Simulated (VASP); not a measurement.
TlB8:

```xyz
9
Lattice="4.6001 0.0000 0.0000 -2.3001 3.9838 0.0000 0.0000 0.0000 5.3716" Properties=species:S:1:pos:R:3 pbc="T T T"
Tl    0.0000    0.0000    2.6858
B     2.3001    0.0000    2.6858
B    -1.1500    1.9919    2.6858
B     1.1500    1.9919    2.6858
B     0.0000    2.6559    1.2218
B     0.0000    2.6559    4.1498
B     2.3001    1.3279    4.1498
B     2.3001    1.3279    1.2218
B     0.0000    0.0000    0.0000
```

| Quantity | Value |
| --- | --- |
| Program | VASP 6.6.1 |
| Task | relaxation of cell and atoms |
| Functional | PBE |
| Potentials or basis | VASP PAW PBE potentials, release 64 (Tl_d, B) |
| Cutoff | 600 eV |
| k mesh | 6 × 6 × 4 |
| Occupations | gaussian, width 0.1 eV |
| Spin | no spin polarisation |

At the start: pressure -7.9 GPa; volume 10.94 Å³/atom.

**Question.** How do energy, volume and symmetry change on relaxing?

**Answer.** Over 19 steps the energy falls by 755.6 meV/atom and the volume is 10.77 Å³/atom (-1.6 %); space group P6/mmm (No. 191, to 0.05 Å).

Step by step:
| step | energy change (eV) | largest force (eV/Å) | pressure (GPa) | volume (Å³) |
| --- | --- | --- | --- | --- |
| 1 | 0.0000 | 0.0431 | -7.87 | 98.44 |
| 2 | -3.8464 | 0.6245 | 0.41 | 90.18 |
| 3 | 43.6178 | 17.2655 | 335.86 | 57.68 |
| 4 | -4.6852 | 0.8567 | 3.99 | 87.98 |
| 5 | -5.4565 | 0.7613 | 27.47 | 80.10 |
| 6 | -5.5620 | 1.0475 | 21.41 | 81.62 |
| 7 | -6.0226 | 2.9354 | 9.32 | 91.37 |
| 8 | -6.3659 | 1.2642 | 11.25 | 87.84 |
| 9 | -6.6286 | 0.3146 | -5.27 | 97.50 |
| 10 | -6.6726 | 0.3847 | -1.24 | 94.56 |
| 11 | -6.7339 | 0.3912 | -0.04 | 94.63 |
| 12 | -6.7515 | 0.2154 | 3.75 | 94.71 |
| 13 | -6.7648 | 0.2607 | 2.40 | 94.70 |
| 14 | -6.7910 | 0.1365 | 1.41 | 95.82 |
| 15 | -6.7975 | 0.0170 | 0.94 | 96.56 |
| 16 | -6.7975 | 0.0337 | 0.90 | 96.63 |
| 17 | -6.8004 | 0.0367 | 0.08 | 96.88 |
| 18 | -6.8004 | 0.0461 | -0.03 | 96.92 |
| 19 | -6.8008 | 0.0218 | -0.01 | 96.90 |

Final structure:
```yaml
crystal:
  lattice:
    - [5.36636, 0.00000, 0.00000]
    - [-2.68318, 4.64740, 0.00000]
    - [0.00000, 0.00000, 3.88541]
  atoms:
    - { symbol: Tl, position: [0.00000, 0.00000, 0.50000] }
    - { symbol: B, position: [0.50000, 0.00000, 0.50000] }
    - { symbol: B, position: [0.00000, 0.50000, 0.50000] }
    - { symbol: B, position: [0.50000, 0.50000, 0.50000] }
    - { symbol: B, position: [0.33333, 0.66667, 0.25554] }
    - { symbol: B, position: [0.33333, 0.66667, 0.74446] }
    - { symbol: B, position: [0.66667, 0.33333, 0.74446] }
    - { symbol: B, position: [0.66667, 0.33333, 0.25554] }
    - { symbol: B, position: [0.00000, 0.00000, 0.00000] }
```
